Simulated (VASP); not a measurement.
Input of a VASP 6.6.1 run:

INCAR

```
ALGO = Normal
EDIFF = 1E-6
ENCUT = 520
GGA = PE
ISIF = 2
ISMEAR = 0
LASPH = T
LCHARG = F
LREAL = F
LWAVE = F
NBANDS = 18
NELM = 100
PREC = Accurate
SIGMA = 0.02
```

KPOINTS

```
k-points
0
Gamma
  14 14 10
```

POSCAR

```
PtSe2
1.0
    3.7270000000      0.0000000000      0.0000000000
   -1.8635000000      3.2276766799      0.0000000000
    0.0000000000      0.0000000000      5.0700000000
Pt Se
1 2
Direct
    0.0000000000      0.0000000000      0.0000000000
    0.3333333333      0.6666666667      0.2585371172
    0.6666666667      0.3333333333      0.7414628828
```

Potentials or basis: VASP PAW PBE potentials, release 64 (Pt, Se).

Command:

```bash
$ cat potpaw_PBE.64/Pt/POTCAR potpaw_PBE.64/Se/POTCAR > POTCAR
$ mpirun -np 1 vasp_std > vasp.out
```

Estimate the band gap on the k mesh.

zero (bands 11 and 12 overlap by 0.67 eV).

Estimate the pressure.

4.2 GPa.

Estimate the largest force.

0.004 eV/Å.

Stress tensor (GPa, compression positive):
```
4.98 0.00 0.00
0.00 4.98 0.00
0.00 0.00 2.54
```

Caveat: the cell stands under pressure; spin-orbit coupling is left out, which moves the levels of the heavy elements.
